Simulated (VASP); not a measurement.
Cu:

```
CELL_PARAMETERS angstrom
1.22653 -4.00271 0.00000
1.22653 4.00271 0.00000
0.00000 0.00000 2.49189
ATOMIC_POSITIONS crystal
Cu 0.86613 0.13387 0.75000
Cu 0.13387 0.86613 0.25000
```

Base run:

```yaml
Program: VASP 6.6.1
Functional: r2SCAN
Potentials_or_basis: VASP PAW PBE potentials, release 64 (Cu)
Cutoff: 520 eV
k_mesh: 11 × 11 × 11
Occupations: fermi-dirac, width 0.05 eV
Spin: no spin polarisation
```

Its results: band gap on the k mesh zero (bands 11 and 12 overlap by 5.72 eV); pressure -1.9 GPa; largest force 0.008 eV/Å.

**Question.** The run is repeated on the same cell with these changes: functional from r2SCAN to PBEsol; further incar settings from ALGO = Normal; EDIFF = 1e-06; NBANDS = 18 to ALGO = Normal; EDIFF = 1e-07; NBANDS = 18. What comes out?

**Answer.** Band gap on the k mesh zero (bands 11 and 12 overlap by 5.36 eV); pressure -3.7 GPa; largest force 0.025 eV/Å.

Caveats: the PAW data sets were made with another functional, which shifts forces and pressure a little; the cell stands under tension (at least some runs).
